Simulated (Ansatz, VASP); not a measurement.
## One calculation of HfO2, two programs

```xyz
3
Lattice="0.0000 2.5575 2.5575 2.5575 0.0000 2.5575 2.5575 2.5575 0.0000" Properties=species:S:1:pos:R:3 pbc="T T T"
Hf    0.0000    0.0000    0.0000
O     3.8363    3.8363    3.8363
O     1.2788    1.2788    1.2788
```

Alike in both runs: functional PBEsol; k mesh 9 × 9 × 9; occupations fermi-dirac, width 0.05 eV; no spin polarisation; Hubbard terms Hf d U = 6.0 eV.

|  | VASP | Ansatz |
| --- | --- | --- |
| version | VASP 6.6.1 | Ansatz 0.2.0 |
| potentials or method | VASP PAW PBE potentials, release 64 (Hf_pv, O) | Ansatz PAW |
| plane-wave cutoff (eV) | 520 | 420 |
| valence electrons in the cell | 22 | 38 |
| task | single point | band structure |

|  | VASP | Ansatz | Ansatz less VASP |
| --- | --- | --- | --- |
| gap on the k mesh at the Fermi level (eV) | 4.43 | 4.81 | +0.376 |
| least direct gap on the mesh (eV) | 4.56 | 4.93 | +0.365 |
| pressure (GPa) | 2.8 | -1.0 | -3.78 |

VASP's potentials were made for PBE, not for PBEsol. The programs project onto different local orbitals, so the same U acts differently, and such runs can settle in different states. VASP's potentials hold 22 valence electrons a cell and Ansatz's 38, so a difference there can come from the potentials and not from the codes.

Spin-orbit coupling is off throughout. Noted on Ansatz's run: the k mesh misses the band edges, so the gap on the mesh is wider than the one along the path.
